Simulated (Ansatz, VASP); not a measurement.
Sb3Au in VASP and in Ansatz

File INCAR:

```
ALGO     = Normal         # electronic algorithm
EDIFF    = 1E-8           # SCF threshold, eV
ENCUT    = 520            # plane-wave cutoff, eV
ISIF     = 2              # what is computed and relaxed
ISMEAR   = -1             # smearing method
LASPH    = True           # aspherical terms in the spheres
LCHARG   = False          # write CHGCAR
LEFG     = True         
LREAL    = False          # projectors in reciprocal space
LWAVE    = False          # write WAVECAR
NBANDS   = 21             # bands
NELM     = 80             # most SCF steps
PREC     = Accurate       # precision mode
SIGMA    = 0.05           # smearing width, eV
```

File KPOINTS:

```
k-points
0
Gamma
  10 10 10
```

Contents of POSCAR:

```
Sb3Au
1.0
   -2.9779417705      2.9779417705      2.9779417705
    2.9779417705     -2.9779417705      2.9779417705
    2.9779417705      2.9779417705     -2.9779417705
Sb Au
3 1
Direct
    0.0000000000      0.5000000000      0.5000000000
    0.5000000000      0.0000000000      0.5000000000
    0.5000000000      0.5000000000      0.0000000000
    0.0000000000      0.0000000000      0.0000000000
```

Input for Ansatz:

```yaml
crystal:
  lattice:
    - [-2.9779417705, 2.9779417705, 2.9779417705]
    - [2.9779417705, -2.9779417705, 2.9779417705]
    - [2.9779417705, 2.9779417705, -2.9779417705]
  atoms:
    - { symbol: Sb, position: [0.0, 0.5, 0.5] }
    - { symbol: Sb, position: [0.5, 0.0, 0.5] }
    - { symbol: Sb, position: [0.5, 0.5, 0.0] }
    - { symbol: Au, position: [0.0, 0.0, 0.0] }
kpoints:
  mp_grid: { grid: [10, 10, 10] }
scf:
  occupations: { method: fermi_dirac, width: 0.05 }
hamiltonian:
  xc: lda
  pseudopotentials: { kind: paw }
output:
  forces: true
  stress: true
  eigenvalues: true
  efg: { contact_densities: true }
```

Change from the starting cell: volume scaled by 0.94, PAW files.

Alike in both runs: task electric field gradients; functional LDA; k mesh 10 × 10 × 10; occupations fermi-dirac, width 0.05 eV; no spin polarisation.

```csv
,VASP,Ansatz
version,VASP 6.6.1,Ansatz 0.2.0
potentials or method,"VASP PAW LDA potentials, release 64 (Sb, Au)","PAW with Ansatz's default frozen-core files, scalar-relativistic"
plane-wave cutoff (eV),520,420
valence electrons in the cell,26,64
```

```csv
,VASP,Ansatz,Ansatz less VASP
pressure (GPa),-4.6,-4.8,-0.19
size of Vzz on the site where it differs most (V/Å²),2.4,11.2,+8.82
```

LDA's correlation is that of Perdew and Zunger in VASP and of Perdew and Wang (1992) in Ansatz. VASP's potentials hold 26 valence electrons a cell and Ansatz's 64, so a difference there can come from the potentials and not from the codes.

Neither program's run includes spin-orbit coupling.
